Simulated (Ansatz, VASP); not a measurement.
One calculation of Al12H, two programs

Contents of INCAR:

```
PREC = Accurate ; ENCUT = 520
EDIFF = 1E-6 ; ISMEAR = 0
SIGMA = 0.1 ; LREAL = False
LASPH = True ; NELM = 150
ALGO = Normal ; ISIF = 2
LWAVE = False ; LCHARG = True
ISPIN = 2 ; MAGMOM = 0 0 0 0 0 0 0 0 0 0 0 0 1
LORBIT = 11 ; LDIPOL = True
IDIPOL = 3 ; DIPOL = 0.5 0.5 0.309
GGA = PE ; LELF = True
LVHAR = True ; LVACPOTAV = True
NBANDS = 34
```

Contents of KPOINTS:

```
regular mesh
0
Gamma
  6 6 1
```

File POSCAR:

```
Al12H
1.0
    5.7143028096      0.0000000000      0.0000000000
   -2.8571514048      4.9487313980      0.0000000000
    0.0000000000      0.0000000000     21.6016424764
Al H
12 1
Direct
    0.3333333333      0.1666666667      0.1851711047
    0.3333333333      0.6666666667      0.1851711047
    0.8333333333      0.1666666667      0.1851711047
    0.8333333333      0.6666666667      0.1851711047
    0.1666666667      0.3333333333      0.2916873740
    0.1666666667      0.8333333333      0.2916873740
    0.6666666667      0.3333333333      0.2916873740
    0.6666666667      0.8333333333      0.2916873740
    0.0000000000      0.0000000000      0.3981939098
    0.0000000000      0.5000000000      0.3981939098
    0.5000000000      0.0000000000      0.3981939098
    0.5000000000      0.5000000000      0.3981939098
    0.0000000000      0.0000000000      0.5171663446
```

Input for Ansatz:

```yaml
crystal:
  lattice:
    - [5.7143028096, 0.0, 0.0]
    - [-2.8571514048, 4.948731398, 0.0]
    - [0.0, 0.0, 21.6016424764]
  atoms:
    - { symbol: Al, position: [0.3333333333, 0.1666666667, 0.1851711047] }
    - { symbol: Al, position: [0.3333333333, 0.6666666667, 0.1851711047] }
    - { symbol: Al, position: [0.8333333333, 0.1666666667, 0.1851711047] }
    - { symbol: Al, position: [0.8333333333, 0.6666666667, 0.1851711047] }
    - { symbol: Al, position: [0.1666666667, 0.3333333333, 0.291687374] }
    - { symbol: Al, position: [0.1666666667, 0.8333333333, 0.291687374] }
    - { symbol: Al, position: [0.6666666667, 0.3333333333, 0.291687374] }
    - { symbol: Al, position: [0.6666666667, 0.8333333333, 0.291687374] }
    - { symbol: Al, position: [0.0, 0.0, 0.3981939098] }
    - { symbol: Al, position: [0.0, 0.5, 0.3981939098] }
    - { symbol: Al, position: [0.5, 0.0, 0.3981939098] }
    - { symbol: Al, position: [0.5, 0.5, 0.3981939098] }
    - { symbol: H, position: [0.0, 0.0, 0.5171663446], spin: 1.0 }
basis:
  ecutwfc: 420
kpoints:
  mp_grid: { grid: [6, 6, 1] }
hamiltonian:
  xc: pbe
scf:
  occupations: { method: gaussian, width: 0.1 }
output:
  forces: true
  eigenvalues: true
  populations: true
magnetization:
  spin_polarized: true
efield:
  axis: 3
  dipole_correction: true
  ramp_width: 0.04
```

Alike in both runs: task single point; functional PBE; k mesh 6 × 6 × 1; occupations gaussian, width 0.1 eV; collinear spin.

|  | VASP | Ansatz |
| --- | --- | --- |
| version | VASP 6.6.1 | Ansatz 0.2.0 |
| potentials or method | VASP PAW PBE potentials, release 64 (Al, H), cutoff 520 eV | scalar-relativistic, plane waves, PAW |
| valence electrons in the cell | 37 | 37 |

```tsv
	VASP	Ansatz	Ansatz less VASP
gap on the k mesh at the Fermi level (eV)	none	none	-
rms of the force components (eV/Å)	0.317	0.317	+0.0001
net moment per atom (μB)	0.03	0.03	0.000
size of the moment on the site where the two differ most (μB)	0.17	0.34	+0.180
work function, face that differs most (eV)	4.01	4.01	-0.002
```

Site moments also hang on the region over which each program counts them. Atom by atom the forces differ by 0.001 eV/Å (rms over components). A gap of «none» marks a metal or a gap that the smearing closes.
